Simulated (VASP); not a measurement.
Write the native input for VASP 6.6.1 that does the following.

```
Task                   : single point
Functional             : PBE
Potentials or basis    : VASP PAW PBE potentials, release 64 (Ga_d, As, H)
Cutoff                 : 520 eV
k mesh                 : 1 × 1 × 6
Occupations            : gaussian, width 0.05 eV
Spin                   : no spin polarisation
Dipole correction      : no
Further INCAR settings : LREAL = Auto; ALGO = Normal; EDIFF = 1e-07; NBANDS = 94
```

The structure of Ga7As7H18 lies in POSCAR:

```
Ga7As7H18
1.0
   16.6000000000      0.0000000000      0.0000000000
    0.0000000000     15.9000000000      0.0000000000
    0.0000000000      0.0000000000      9.9681854553
Ga As H
7 7 18
Direct
    0.5014433915      0.5000000000     -0.0324080082
    0.3562119990      0.5000000000      0.3438623971
    0.6496123275      0.5000000000      0.6787205059
    0.5740453402      0.3686987130      0.3438713971
    0.4273013470      0.6339759074      0.6787182035
    0.5740453402      0.6313012870      0.3438713971
    0.4273013470      0.3660240926      0.6787182035
    0.5673769954      0.6192412806      0.0899777150
    0.4340240741      0.3781135477      0.4246727752
    0.5673769954      0.3807587194      0.0899777150
    0.4340240741      0.6218864523      0.4246727752
    0.3695590745      0.5000000000      0.0899788022
    0.6362374184      0.5000000000      0.4246800698
    0.5014121976      0.5000000000      0.7268062925
    0.5326771158      0.6991027916      0.0294782534
    0.6509745837      0.6278025709      0.0294906430
    0.3920881538      0.3022974973      0.3624161989
    0.2642990047      0.5000000000      0.3771156111
    0.6870852062      0.4132068415      0.7189103171
    0.6870852062      0.5867931585      0.7189103171
    0.5326771158      0.3008972084      0.0294782534
    0.6509745837      0.3721974291      0.0294906430
    0.3920881538      0.6977025027      0.3624161989
    0.6199796280      0.2855916160      0.3771384343
    0.3365549377      0.6244690938      0.7188537215
    0.4805180049      0.7112837755      0.7189246361
    0.3206565584      0.4286970619      0.0294866800
    0.3206565584      0.5713029381      0.0294866800
    0.7200972768      0.5000000000      0.3624397899
    0.6199796280      0.7144083840      0.3771384343
    0.3365549377      0.3755309062      0.7188537215
    0.4805180049      0.2887162245      0.7189246361
```

One way to write it, as run:

INCAR

```
PREC = Accurate
ENCUT = 520
EDIFF = 1E-7
ISMEAR = 0
SIGMA = 0.05
LREAL = Auto
LASPH = T
NELM = 100
ALGO = Normal
ISIF = 2
LWAVE = F
LCHARG = F
GGA = PE
NBANDS = 94
```

KPOINTS

```
regular mesh
0
Gamma
  1 1 6
```

Potentials or basis: VASP PAW PBE potentials, release 64 (Ga_d, As, H).

Launch:

```sh
$ cat potpaw_PBE.64/Ga_d/POTCAR potpaw_PBE.64/As/POTCAR potpaw_PBE.64/H/POTCAR > POTCAR
$ mpirun -np 1 vasp_std > vasp.out
```

It gave:

```json
{
 "Largest force": "0.102 eV/Å",
 "Band gap on the k mesh": "3.27 eV (least direct gap 3.35 eV)"
}
```

Run time: 37 min on 1 thread of Intel(R) Xeon(R) 6975P-C (Granite Rapids), on a shared host, peak memory 2.2 GiB.
